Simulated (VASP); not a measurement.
# MgO (Periclase) (Immm) in VASP: notebook

The runs below take MgO (Periclase) through single point, with PBE.

Program: VASP 6.6.1. These are calculated values, not measurements. Logs are shortened: lines on timing, memory, paths and dates and some standing lists are left out, and cuts for length are marked.

## (1) The cell of the first run

The typed cell holds 2 atoms: a = 2.982 Å, b = 2.982 Å, c = 2.977 Å, α = 60.06°, β = 60.06°, γ = 60.11°.

## (2) Single point, PBE

INCAR reads:

```
SYSTEM = MgO
ALGO     = Normal         ! electronic algorithm
EDIFF    = 1E-6           ! SCF threshold, eV
ENCUT    = 600            ! plane-wave cutoff, eV
GGA      = PE             ! functional
GGA_COMPAT= .FALSE.      
ISIF     = 2              ! what is computed and relaxed
ISMEAR   = -1             ! smearing method
LASPH    = .TRUE.         ! aspherical terms in the spheres
LCHARG   = .TRUE.         ! write CHGCAR
LELF     = .TRUE.         ! ELF
LREAL    = .FALSE.        ! projectors in reciprocal space
LVHAR    = .TRUE.       
LWAVE    = .FALSE.        ! write WAVECAR
NBANDS   = 11             ! bands
NELM     = 120            ! most SCF steps
PREC     = Accurate       ! precision mode
SIGMA    = 0.02           ! smearing width, eV
```

KPOINTS reads:

```
k-points
0
G
  8 8 8
  0 0 0
```

POSCAR reads:

```
MgO
1.0
   -0.0035141667      2.1085000000      2.1085000000
    2.1085000000     -0.0035141667      2.1085000000
    2.1049858333      2.1049858333      0.0000000000
Mg O
1 1
Direct
    0.0000000000      0.0000000000      0.0000000000
    0.5000000000      0.5000000000      0.5000000000
```

Potentials or basis: VASP PAW PBE potentials, release 64 (Mg, O).

On the command line:

```console
$ cat potpaw_PBE.64/Mg/POTCAR potpaw_PBE.64/O/POTCAR > POTCAR
$ mpirun -np 1 vasp_std > vasp.out
```

OUTCAR:

```text
SYSTEM = MgO
   EDIFF = 1E-6
   ENCUT = 600
   GGA = PE
   ISIF = 2
   ISMEAR = -1
   LASPH = .TRUE.
   LREAL = .FALSE.
   NELM = 120
   PREC = Accurate

 ion  position               nearest neighbor table
   1  0.000  0.000  0.000-   2 2.11   2 2.11   2 2.11   2 2.11   2 2.11   2 2.11
   2  0.500  0.500  0.500-   1 2.11   1 2.11   1 2.11   1 2.11   1 2.11   1 2.11

  LATTYP: Found a body centered orthorhombic cell.
 ALAT       =     2.9768995141
 B/A-ratio  =     1.0033388982
 C/A-ratio  =     1.4165745199

  Lattice vectors:

 A1 = (   0.0035141667,  -2.1085000000,  -2.1085000000)
 A2 = (  -0.0035141667,   2.1085000000,  -2.1085000000)
 A3 = (   2.1085000000,  -0.0035141667,   2.1085000000)

Analysis of symmetry for initial positions (statically):
=====================================================================
 Subroutine PRICEL returns:
 Original cell was already a primitive cell.

 Routine SETGRP: Setting up the symmetry group for a
 body centered orthorhombic supercell.

 Subroutine GETGRP returns: Found  8 space group operations
 (whereof  8 operations were pure point group operations)
 out of a pool of  8 trial point group operations.

The static configuration has the point symmetry D_2h.

Analysis of symmetry for dynamics (positions and initial velocities):
=====================================================================
 Subroutine PRICEL returns:
 Original cell was already a primitive cell.

 Routine SETGRP: Setting up the symmetry group for a
 body centered orthorhombic supercell.

 Subroutine GETGRP returns: Found  8 space group operations
 (whereof  8 operations were pure point group operations)
 out of a pool of  8 trial point group operations.

The dynamic configuration has the point symmetry D_2h.

 Subroutine INISYM returns: Found  8 space group operations
 (whereof  8 operations are pure point group operations),
 and found     1 'primitive' translations

----------------------------------------------------------------------------------------

                                     Primitive cell

  volume of cell :      18.7478

  direct lattice vectors                    reciprocal lattice vectors
    -0.003514167  2.108500000  2.108500000    -0.236740836  0.236740836  0.237135404
     2.108500000 -0.003514167  2.108500000     0.236740836 -0.236740836  0.237135404
     2.104985833  2.104985833  0.000000000     0.237531290  0.237531290 -0.237135404

  length of vectors
     2.981871367  2.981871367  2.976899514     0.410275087  0.410275087  0.411187825

  position of ions in fractional coordinates (direct lattice)
     0.000000000  0.000000000  0.000000000
     0.500000000  0.500000000  0.500000000

  ion indices of the primitive-cell ions
   primitive index   ion index
                 1           1
                 2           2

----------------------------------------------------------------------------------------

 KPOINTS: k-points

Automatic generation of k-mesh.
 Grid dimensions read from file:
 generate k-points for:    8    8    8

 Generating k-lattice:

  Cartesian coordinates                     Fractional coordinates (reciprocal lattice)
    -0.029592605  0.029592605  0.029641926     0.125000000  0.000000000  0.000000000
     0.029592605 -0.029592605  0.029641926     0.000000000  0.125000000  0.000000000
     0.029691411  0.029691411 -0.029641926    -0.000000000 -0.000000000  0.125000000

  Length of vectors
     0.051284386  0.051284386  0.051398478

  Shift w.r.t. Gamma in fractional coordinates (k-lattice)
     0.000000000  0.000000000  0.000000000

 Subroutine IBZKPT returns following result:
 ===========================================

 Found     95 irreducible k-points:

 Following reciprocal coordinates:
            Coordinates               Weight
  0.000000  0.000000  0.000000      1.000000
  0.125000  0.000000  0.000000      4.000000
  0.250000  0.000000  0.000000      4.000000
  0.375000  0.000000  0.000000      4.000000
  0.500000  0.000000  0.000000      2.000000
  0.125000  0.125000  0.000000      2.000000
[... 16 lines left out ...]
  0.125000 -0.000000  0.125000      4.000000
  0.250000  0.000000  0.125000      8.000000
 [... further k-points ...]
   k-points           NKPTS =     95   k-points in BZ     NKDIM =     95   number of bands    NBANDS=     11
   number of dos      NEDOS =    301   number of ions     NIONS =      2
   total plane-waves  NPLWV =  13824
   dimension x,y,z NGX =    24 NGY =   24 NGZ =   24
   dimension x,y,z NGXF=    48 NGYF=   48 NGZF=   48
   ions per type =               1   1
   NGX,Y,Z   is equivalent  to a cutoff of  13.38, 13.38, 13.40 a.u.
   NGXF,Y,Z  is equivalent  to a cutoff of  26.76, 26.76, 26.81 a.u.
 SYSTEM =  MgO
   PREC   = accura    normal or accurate (medium, high low for compatibility)
   ISTART =      0    job   : 0-new  1-cont  2-samecut
   ICHARG =      2    charge: 1-file 2-atom 10-const
   ISPIN  =      1    spin polarized calculation?
   LNONCOLLINEAR =      F non collinear calculations
   LSORBIT =      F    spin-orbit coupling
   LASPH  =      T    aspherical Exc in radial PAW
   ENCUT  =  600.0 eV  44.10 Ry    6.64 a.u.   5.96  5.96  5.95*2*pi/ulx,y,z
   NELM   =    120;   NELMIN=  2; NELMDL= -5     # of ELM steps
   EDIFF  = 0.1E-05   stopping-criterion for ELM
   LREAL  =      F    real-space projection
   EDIFFG = 0.1E-04   stopping-criterion for IOM
   NSW    =      0    number of steps for IOM
   IBRION =     -1    ionic relax: 0-MD 1-quasi-New 2-CG
   NFREE  =      0    steps in history (QN), initial steepest desc. (CG)
   ISIF   =      2    stress and relaxation
   ISYM   =      2    0-nonsym 1-usesym 2-fastsym
   POTIM  = 0.5000    time-step for ionic-motion
   TEBEG  =    0.0;   TEEND  =   0.0 temperature during run
   PSTRESS=    0.0 pullay stress
   NELECT =       8.0000    total number of electrons
   NUPDOWN=      -1.0000    fix difference up-down
   EMIN   =  10.00;   EMAX   =-10.00  energy-range for DOS
   EFERMI =   0.00;   METHOD = LEGACY
   ISMEAR =    -1;   SIGMA  =   0.02  broadening in eV -4-tet -1-fermi 0-gaus
   EFERMI_NEDOS =   21; number of points for ismear=-14 and -15
   IALGO  =     38    algorithm
   IMIX   =      4    mixing-type and parameters
     AMIX     =   0.40;   BMIX     =  1.00
     AMIX_MAG =   1.60;   BMIX_MAG =  1.00
  volume/ion in A,a.u.               =       9.37        63.26
  Fermi-wavevector in a.u.,A,eV,Ry     =   1.232504  2.329095 20.668145  1.519066
  Thomas-Fermi vector in A             =   2.367271
   LORBIT       =      0    0 simple, 1 ext, 2 COOP (PROOUT), +10 PAW based schemes
   GGA     = PE    functional components
   LHFCALC =     F    Hartree Fock is set to
   AEXX    =    0.0000 exact exchange contribution
   IVDW    =     0    specifies the selected vdW correction
   LEPSILON=     F    determine dielectric tensor
   LRPA    =     F    only Hartree local field effects (RPA)
 non-spin polarized calculation
  energy-cutoff  :      600.00
  volume of cell :       18.75
 maximum number of plane-waves:       637
   NGX = 11   NGY = 11   NGZ = 11

 number of electron       8.0000005 magnetization

 Free energy of the ion-electron system (eV)
  ---------------------------------------------------
  ext. energy  EPLUGINS =         0.00000000
  ---------------------------------------------------
  free energy    TOTEN  =       -11.91041263 eV

  energy without entropy =      -11.91041263  energy(sigma->0) =      -11.91041263

 E-fermi :   3.6522     XC(G=0): -11.0616

 val. band max:        3.1712783707   @ k =   0.0000   0.0000   0.0000
 cond. band min:       7.8521960866   @ k =   0.0000   0.0000   0.0000
 fundamental gap:      4.6809177159
 Fermi energy:         3.6522106186

 k-point     1 :       0.0000    0.0000    0.0000
  band No.  band energies     occupation
      1     -14.0858      2.00000
      2       3.1463      2.00000
      3       3.1587      2.00000
      4       3.1713      2.00000
      5       7.8522      0.00000
      6      18.8926      0.00000
      7      18.9412      0.00000
      8      18.9897      0.00000
      9      22.8470      0.00000
     10      24.6188      0.00000
     11      24.6190      0.00000

 k-point     2 :       0.1250    0.0000    0.0000
  band No.  band energies     occupation
      1     -13.9242      2.00000
      2       2.1981      2.00000
      3       3.0529      2.00000
      4       3.0690      2.00000
      5       8.7668      0.00000
      6      17.2445      0.00000
      7      19.2835      0.00000
      8      19.3445      0.00000
      9      23.6405      0.00000
     10      23.6610      0.00000
     11      24.9985      0.00000

 k-point     3 :       0.2500    0.0000    0.0000
  band No.  band energies     occupation
      1     -13.5044      2.00000
      2       0.4995      2.00000
      3       2.8186      2.00000
      4       2.8336      2.00000
      5      10.2181      0.00000
      6      15.7002      0.00000
      7      19.7817      0.00000
      8      19.8259      0.00000
      9      23.2345      0.00000
     10      23.2852      0.00000
     11      25.1046      0.00000

 k-point     4 :       0.3750    0.0000    0.0000
  band No.  band energies     occupation
      1     -13.0315      2.00000
      2      -0.9014      2.00000
      3       2.5982      2.00000
      4       2.6120      2.00000
      5      10.9446      0.00000
      6      15.4875      0.00000
      7      19.6115      0.00000
      8      19.6448      0.00000
      9      24.3207      0.00000
     10      24.5315      0.00000
     11      24.6002      0.00000
[... 239 lines left out ...]
 k-point    22 :      -0.0000   -0.0000    0.1250
  band No.  band energies     occupation
      1     -13.9232      2.00000
      2       2.2138      2.00000
      3       3.0435      2.00000
      4       3.0596      2.00000
      5       8.7669      0.00000
      6      17.2806      0.00000
      7      19.2511      0.00000
      8      19.3124      0.00000
      9      23.6298      0.00000
     10      23.6499      0.00000
     11      24.9944      0.00000

 k-point    23 :       0.1250   -0.0000    0.1250
  band No.  band energies     occupation
      1     -13.8721      2.00000
      2       2.1262      2.00000
      3       2.9277      2.00000
      4       2.9279      2.00000
      5       9.0632      0.00000
      6      16.7608      0.00000
      7      19.4528      0.00000
      8      19.4530      0.00000
      9      21.9548      0.00000
     10      25.0976      0.00000
     11      26.0784      0.00000

 k-point    24 :       0.2500    0.0000    0.1250
  band No.  band energies     occupation
      1     -13.5443      2.00000
      2       0.8962      2.00000
      3       2.6765      2.00000
      4       2.6859      2.00000
      5      10.3607      0.00000
      6      15.4161      0.00000
      7      19.5152      0.00000
      8      19.9644      0.00000
      9      21.1709      0.00000
     10      25.0224      0.00000
     11      27.1502      0.00000

 [... further k-points ...]
[... 5 lines left out ...]
  --------------------------------------------------------------------------------------
  -------------------------------------------------------------------------------------
  Total        0.3639396      0.3639396      0.3636459      0.0572488      0.0000000      0.0000000
  in kB       31.1021431     31.1021431     31.0770409      4.8924620      0.0000000      0.0000000
  external PRESSURE =      31.0937757 kB  Pullay stress =       0.0000000 kB

 VOLUME and BASIS-vectors are now :
 -----------------------------------------------------------------------------
  energy-cutoff  :      600.00
  volume of cell :       18.75
      direct lattice vectors                 reciprocal lattice vectors
    -0.003514167  2.108500000  2.108500000    -0.236740836  0.236740836  0.237135404
     2.108500000 -0.003514167  2.108500000     0.236740836 -0.236740836  0.237135404
     2.104985833  2.104985833  0.000000000     0.237531290  0.237531290 -0.237135404

 POSITION                                       TOTAL-FORCE (eV/Angst)
 -----------------------------------------------------------------------------------
      0.00000      0.00000      0.00000         0.000000      0.000000     -0.000000
      2.10499      2.10499      2.10850        -0.000000     -0.000000      0.000000
 -----------------------------------------------------------------------------------
    total drift:                               -0.000000     -0.000000      0.000000

  FREE ENERGIE OF THE ION-ELECTRON SYSTEM (eV)
  ---------------------------------------------------
  free  energy   TOTEN  =       -11.9104126308 eV

  energy  without entropy=      -11.9104126308  energy(sigma->0) =      -11.91041263
```

Wall time 10 s (1 thread of Intel Xeon Platinum 8488C (Sapphire Rapids), shared host); peak memory 0.16 GiB.

Results:

```
Free energy            : -11.9104 eV
Pressure               : 3.1 GPa
Band gap on the k mesh : 4.68 eV, direct
```

Levels at points of the mesh, in eV from the valence-band top:
| k point | band 1 | band 2 | band 3 | band 4 | band 5 | band 6 | band 7 | band 8 | band 9 |
| --- | --- | --- | --- | --- | --- | --- | --- | --- | --- |
| (0.00, 0.00, 0.00) | -17.26 | -0.02 | -0.01 | 0.00 | 4.68 | 15.72 | 15.77 | 15.82 | 19.68 |
| (0.50, 0.00, 0.00) | -15.99 | -4.62 | -0.66 | -0.65 | 7.87 | 12.53 | 16.27 | 16.30 | 20.84 |
| (0.50, 0.50, 0.00) | -15.73 | -4.08 | -1.38 | -1.34 | 9.10 | 9.92 | 13.05 | 18.87 | 18.94 |
| (0.00, 0.00, 0.50) | -15.98 | -4.61 | -0.68 | -0.66 | 7.85 | 12.57 | 16.22 | 16.26 | 20.81 |
| (0.50, 0.00, 0.50) | -15.73 | -4.08 | -1.36 | -1.36 | 9.11 | 9.92 | 13.05 | 18.91 | 18.91 |

## (3) Single point, PBE

INCAR reads:

```
SYSTEM = MgO
PREC = Accurate
ENCUT = 600
EDIFF = 1E-6
ISMEAR = -1
SIGMA = 0.02
LREAL = .False.
LASPH = .True.
NELM = 120
ALGO = Normal
ISIF = 2
LWAVE = .False.
LCHARG = .False.
GGA = PE
NBANDS = 11
GGA_COMPAT = .False.
```

KPOINTS reads:

```
regular mesh
0
Gamma
  8 8 8
  0 0 0
```

POSCAR reads:

```
MgO
1.0
    0.0035141667      2.1085000000      2.1085000000
    2.1085000000      0.0035141667      2.1085000000
    2.1120141667      2.1120141667      0.0000000000
Mg O
1 1
Direct
    0.0000000000      0.0000000000      0.0000000000
    0.5000000000      0.5000000000      0.5000000000
```

Potentials or basis: VASP PAW PBE potentials, release 64 (Mg, O).

On the command line:

```console
$ cat potpaw_PBE.64/Mg/POTCAR potpaw_PBE.64/O/POTCAR > POTCAR
$ mpirun -np 1 vasp_std > vasp.out
```

It took 9.8 s on 1 thread of Intel Xeon Platinum 8488C (Sapphire Rapids), shared host; peak memory 0.16 GiB.

Results (log left out):

* Free energy: -11.9104 eV
* Pressure: 3.1 GPa
* Band gap on the k mesh: 4.68 eV, direct

Stress tensor (GPa, compression positive):
```
 3.11 -0.49  0.00
-0.49  3.11  0.00
 0.00  0.00  3.11
```

Levels at points of the mesh, in eV from the valence-band top:
```tsv
k point	band 1	band 2	band 3	band 4	band 5	band 6	band 7	band 8	band 9
(0.00, 0.00, 0.00)	-17.26	-0.02	-0.01	0.00	4.68	15.72	15.77	15.82	19.68
(0.50, 0.00, 0.00)	-15.98	-4.61	-0.68	-0.66	7.85	12.57	16.22	16.26	20.81
(0.50, 0.50, 0.00)	-15.73	-4.08	-1.38	-1.34	9.10	9.92	13.05	18.87	18.94
(0.00, 0.00, 0.50)	-15.99	-4.62	-0.66	-0.65	7.87	12.53	16.27	16.30	20.84
(0.50, 0.00, 0.50)	-15.73	-4.08	-1.36	-1.36	9.11	9.92	13.05	18.91	18.91
```

## (4) Single point, PBE

INCAR reads:

```
SYSTEM = MgO
  PREC = Accurate
  ENCUT = 600
  EDIFF = 1E-6
  ISMEAR = -1
  SIGMA = 0.02
  LREAL = .False.
  LASPH = .True.
  NELM = 120
  ALGO = Normal
  ISIF = 2
  LWAVE = .False.
  LCHARG = .False.
  GGA = PE
  NBANDS = 11
  GGA_COMPAT = .False.
```

KPOINTS is that of step 3.

POSCAR reads:

```
MgO
1.0
    0.0070283333      2.1085000000      2.1085000000
    2.1085000000      0.0070283333      2.1085000000
    2.1155283333      2.1155283333      0.0000000000
Mg O
1 1
Direct
    0.0000000000      0.0000000000      0.0000000000
    0.5000000000      0.5000000000      0.5000000000
```

On the command line:

```console
$ cat potpaw_PBE.64/Mg/POTCAR potpaw_PBE.64/O/POTCAR > POTCAR
$ mpirun -np 1 vasp_std > vasp.out
```

It took 13 s on 1 thread of Intel Xeon Platinum 8488C (Sapphire Rapids), shared host; peak memory 0.15 GiB.

It converged, with:

| Property | Result |
| --- | --- |
| Free energy | -11.9101 eV |
| Pressure | 3.1 GPa |
| Band gap on the k mesh | 4.67 eV, direct |

Stress tensor (GPa, compression positive):
```
 3.11 -0.98  0.00
-0.98  3.11  0.00
 0.00  0.00  3.10
```

Levels at points of the mesh, in eV from the valence-band top:
```tsv
k point	band 1	band 2	band 3	band 4	band 5	band 6	band 7	band 8
(0.00, 0.00, 0.00)	-17.27	-0.05	-0.03	0.00	4.67	15.66	15.76	15.85
(0.50, 0.00, 0.00)	-15.99	-4.61	-0.70	-0.68	7.83	12.58	16.17	16.24
(0.50, 0.50, 0.00)	-15.74	-4.09	-1.41	-1.33	9.08	9.92	13.04	18.83
(0.00, 0.00, 0.50)	-16.00	-4.64	-0.67	-0.65	7.87	12.50	16.27	16.33
(0.50, 0.00, 0.50)	-15.74	-4.09	-1.37	-1.37	9.09	9.91	13.04	18.89
```

As with any semilocal functional, this PBE gap is likely too small.

## (5) Single point, PBE

INCAR reads:

```
PREC = Accurate
ENCUT = 600
EDIFF = 1E-6
ISMEAR = -1
SIGMA = 0.02
LREAL = F
LASPH = T
NELM = 120
ALGO = Normal
ISIF = 2
LWAVE = F
LCHARG = F
GGA = PE
NBANDS = 11
GGA_COMPAT = F
```

KPOINTS reads:

```
Automatic mesh
0
Gamma
  8 8 8
```

POSCAR reads:

```
MgO
1.0
    0.0105425000      2.1085000000      2.1085000000
    2.1085000000      0.0105425000      2.1085000000
    2.1190425000      2.1190425000      0.0000000000
Mg O
1 1
Direct
    0.0000000000      0.0000000000      0.0000000000
    0.5000000000      0.5000000000      0.5000000000
```

On the command line:

```console
$ cat potpaw_PBE.64/Mg/POTCAR potpaw_PBE.64/O/POTCAR > POTCAR
$ mpirun -np 1 vasp_std > vasp.out
```

It took 10 s on 1 thread of Intel Xeon Platinum 8488C (Sapphire Rapids), shared host; peak memory 0.16 GiB.

The run converged. Its results:

* Free energy: -11.9096 eV
* Pressure: 3.1 GPa
* Band gap on the k mesh: 4.65 eV, direct

Stress tensor (GPa, compression positive):
```
 3.12 -1.47  0.00
-1.47  3.12  0.00
 0.00  0.00  3.10
```

Levels at points of the mesh, in eV from the valence-band top:
| k point | band 2 | band 3 | band 4 | band 5 | band 6 | band 7 |
| --- | --- | --- | --- | --- | --- | --- |
| (0.00, 0.00, 0.00) | -0.07 | -0.04 | 0.00 | 4.65 | 15.60 | 15.75 |
| (0.50, 0.00, 0.00) | -4.62 | -0.73 | -0.69 | 7.80 | 12.58 | 16.12 |
| (0.50, 0.50, 0.00) | -4.11 | -1.44 | -1.32 | 9.06 | 9.91 | 13.02 |
| (0.00, 0.00, 0.50) | -4.66 | -0.69 | -0.64 | 7.87 | 12.47 | 16.26 |
| (0.50, 0.00, 0.50) | -4.11 | -1.38 | -1.38 | 9.08 | 9.90 | 13.02 |

## (6) Overview

| cell | gap on the mesh (eV) | pressure (GPa) |
| --- | --- | --- |
| a = 2.982, b = 2.982, c = 2.977 Å, angles 60.1, 60.1, 60.1°, 2 atoms | 4.68 | 3.1 |
| a = 2.982, b = 2.982, c = 2.987 Å, angles 59.9, 59.9, 59.9°, 2 atoms | 4.68 | 3.1 |
| a = 2.982, b = 2.982, c = 2.992 Å, angles 59.9, 59.9, 59.8°, 2 atoms | 4.67 | 3.1 |
| a = 2.982, b = 2.982, c = 2.997 Å, angles 59.8, 59.8, 59.7°, 2 atoms | 4.65 | 3.1 |

Alike in all rows: task single point; level PBE; potentials or basis VASP PAW PBE potentials, release 64 (Mg, O); no spin polarisation; k mesh 8 × 8 × 8; cutoff (eV) 600; smearing fermi-dirac 0.02 eV.

Absolute energies hang on the potentials; compare differences alone.
